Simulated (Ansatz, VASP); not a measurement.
## CdSe in VASP and in Ansatz

```
CELL_PARAMETERS angstrom
4.29850 0.06448 0.00000
-2.09341 3.69037 0.00000
0.00000 0.00000 7.01520
ATOMIC_POSITIONS crystal
Cd 0.66667 0.33333 0.00000
Cd 0.33333 0.66667 0.50000
Se 0.66667 0.33333 0.37500
Se 0.33333 0.66667 0.87500
```

Change from the starting cell: strain +0.0300 x Voigt [0, 0, 0, 0, 0, 1], atoms carried along.

Alike in both runs: task single point; functional PBE; k mesh 6 × 6 × 4; occupations gaussian, width 0.05 eV; no spin polarisation.

|  | VASP | Ansatz |
| --- | --- | --- |
| version | VASP 6.6.1 | Ansatz 0.2.0 |
| potentials or method | VASP PAW PBE potentials, release 64 (Cd, Se), cutoff 520 eV | scalar-relativistic, plane waves, PAW |
| valence electrons in the cell | 36 | 72 |

```csv
,VASP,Ansatz,Ansatz less VASP
gap on the k mesh at the Fermi level (eV),0.62,0.62,+0.001
least direct gap on the mesh (eV),0.62,0.62,+0.001
pressure (GPa),3.4,3.0,-0.33
"traceless stress, the component that is largest in VASP (GPa)",-1.08,-1.06,+0.022
rms of the force components (eV/Å),0.115,0.111,-0.0041
```

Atom by atom the forces differ by 0.004 eV/Å (rms over components). VASP's potentials hold 36 valence electrons a cell and Ansatz's 72, so a difference there can come from the potentials and not from the codes.
